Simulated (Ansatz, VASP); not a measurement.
## One calculation of SnSe, two programs

File POSCAR:

```
SnSe
1.0
    0.0000000000      3.0100000000      2.8896000000
    3.0100000000      0.0000000000      2.8896000000
    3.0100000000      3.0100000000      0.0000000000
Sn Se
1 1
Direct
    0.0000000000      0.0000000000      0.0000000000
    0.5000000000      0.5000000000      0.5000000000
```

INCAR.step1

```
PREC = Accurate
ENCUT = 520
ISMEAR = 0
SIGMA = 0.05
LREAL = F
LASPH = T
NELM = 60
NBANDS = 17
GGA = PE
ALGO = Normal
EDIFF = 1E-4
LWAVE = T
LCHARG = F
```

File INCAR.step2:

```
PREC = Accurate
ENCUT = 520
EDIFF = 1E-6
ISMEAR = 0
SIGMA = 0.05
LREAL = F
LASPH = T
NELM = 60
ALGO = Normal
ISIF = 2
LWAVE = F
LCHARG = F
METAGGA = R2SCAN
LMIXTAU = T
NBANDS = 17
ISTART = 1
```

File KPOINTS:

```
Automatic mesh
0
Gamma
  10 10 10
```

Input for Ansatz:

```yaml
crystal:
  lattice:
    - [0.0, 3.01, 2.8896]
    - [3.01, 0.0, 2.8896]
    - [3.01, 3.01, 0.0]
  atoms:
    - { symbol: Sn, position: [0.0, 0.0, 0.0] }
    - { symbol: Se, position: [0.5, 0.5, 0.5] }
basis:
  ecutwfc: 500
kpoints:
  mp_grid: { grid: [10, 10, 10] }
hamiltonian:
  xc: r2scan
scf:
  occupations: { method: gaussian, width: 0.05 }
output:
  forces: true
  stress: true
  eigenvalues: true
  write_density: true
  write_potential: true
  elf: true
  volumetric_format: npy
```

Change from the starting cell: strain -0.0400 x Voigt [0, 0, 1, 0, 0, 0], atoms carried along.

Alike in both runs: task single point; functional r2SCAN; k mesh 10 × 10 × 10; occupations gaussian, width 0.05 eV; no spin polarisation.

|  | VASP | Ansatz |
| --- | --- | --- |
| version | VASP 6.6.1 | Ansatz 0.2.0 |
| potentials or method | VASP PAW PBE potentials, release 64 (Sn_d, Se), cutoff 520 eV | scalar-relativistic, plane waves, PAW |
| valence electrons in the cell | 20 | 30 |

|  | VASP | Ansatz | Ansatz less VASP |
| --- | --- | --- | --- |
| gap on the k mesh at the Fermi level (eV) | 0.49 | 0.49 | 0.000 |
| least direct gap on the mesh (eV) | 0.63 | 0.63 | +0.001 |
| pressure (GPa) | 2.6 | 2.6 | -0.02 |
| traceless stress, the component that is largest in VASP (GPa) | 4.30 | 4.29 | -0.008 |

VASP's potentials were made for PBE, not for r2SCAN. With one functional, cell and mesh, what is left measures potentials, basis and numerics. VASP's potentials hold 20 valence electrons a cell and Ansatz's 30, so a difference there can come from the potentials and not from the codes.
